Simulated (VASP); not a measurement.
Set up this calculation in VASP 6.6.1, as the native input.

* Task: single point
* Functional: PBEsol
* Potentials or basis: VASP PAW PBE potentials, release 64 (Ni_sv_GW, Al)
* Cutoff: 690 eV
* k mesh: 9 × 9 × 9
* Occupations: methfessel-paxton, width 0.2 eV
* Spin: collinear spin, ferromagnetic start
* Starting moments: [1.0, 0.0] μB
* Hubbard terms: Ni d U = 7.0 eV
* Dipole correction: no
* Further INCAR settings: ALGO = Normal; EDIFF = 1e-06; NBANDS = 22

The structure of AlNi lies in POSCAR:

```
AlNi
1.0
    2.8810000000      0.0000000000      0.0000000000
    0.0000000000      2.8810000000      0.0000000000
    0.0000000000      0.0000000000      2.8810000000
Ni Al
1 1
Direct
    0.5000000000      0.5000000000      0.5000000000
    0.0000000000      0.0000000000      0.0000000000
```

One way to write it, as run:

INCAR

```
SYSTEM = AlNi
ALGO     = Normal         ! electronic algorithm
EDIFF    = 1E-6           ! SCF threshold, eV
ENCUT    = 690            ! plane-wave cutoff, eV
GGA      = PS             ! functional
GGA_COMPAT= .FALSE.      
ISIF     = 2              ! what is computed and relaxed
ISMEAR   = 1              ! smearing method
ISPIN    = 2              ! spin polarisation
LASPH    = .TRUE.         ! aspherical terms in the spheres
LCHARG   = .FALSE.        ! write CHGCAR
LDAU     = .TRUE.         ! DFT+U
LDAUJ    = 0 0          
LDAUL    = 2 -1           ! shell
LDAUPRINT= 1            
LDAUTYPE = 2            
LDAUU    = 7 0            ! U, eV
LMAXMIX  = 4              ! l up to which the mixer works
LORBIT   = 11             ! projections on sites
LREAL    = .FALSE.        ! projectors in reciprocal space
LWAVE    = .FALSE.        ! write WAVECAR
MAGMOM   = 1 0            ! initial moments
NBANDS   = 22             ! bands
NELM     = 200            ! most SCF steps
PREC     = Accurate       ! precision mode
SIGMA    = 0.2            ! smearing width, eV
```

KPOINTS

```
k-points
0
G
  9 9 9
  0 0 0
```

Potentials or basis: VASP PAW PBE potentials, release 64 (Ni_sv_GW, Al).

The run is started by

```sh
$ cat potpaw_PBE.64/Ni_sv_GW/POTCAR potpaw_PBE.64/Al/POTCAR > POTCAR
$ mpirun -np 1 vasp_std > vasp.out
```

Results of the run:

```
Pressure                                              : -6.1 GPa
Net moment                                            : 0.00 μB per cell
Valence electrons inside the program's atomic spheres : Ni 16.57; Al 0.79
```

Caveat: the cell stands under tension; the moments typed at the start vanished in this run; the PAW data sets were made with another functional, which shifts forces and pressure a little; the U is typed as a test and isn't derived for this compound.

Wall time 98 s on 1 thread of Intel(R) Xeon(R) Platinum 8259CL CPU @ 2.50GHz (Skylake/Cascade Lake), with other jobs on the host, peak memory 0.22 GiB.
